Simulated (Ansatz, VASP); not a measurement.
Sr in VASP and in Ansatz

```
Sr
1.0
     5.46695    0.00000    0.00000
    -2.73348    4.73452    0.00000
     0.00000    0.00000    3.21223
Sr
3
Direct
  0.00000 0.00000 0.00000
  0.33333 0.66667 0.50000
  0.66667 0.33333 0.50000
```

Change from the starting cell: volume scaled by 0.5, crystal datasets.

Alike in both runs: task single point; functional PBE; k mesh 5 × 5 × 7; occupations fermi-dirac, width 0.1 eV; no spin polarisation.

|  | VASP | Ansatz |
| --- | --- | --- |
| version | VASP 6.6.1 | Ansatz 0.2.0 |
| potentials or method | VASP PAW PBE potentials, release 64 (Sr_sv), cutoff 520 eV | all-electron PAW with datasets made for the crystal, scalar-relativistic |

```csv
,VASP,Ansatz,Ansatz less VASP
pressure (GPa),22.0,21.8,-0.22
"traceless stress, the component that is largest in VASP (GPa)",-0.19,-0.20,-0.014
```

Ansatz ran all-electron here, and VASP with PAW potentials.
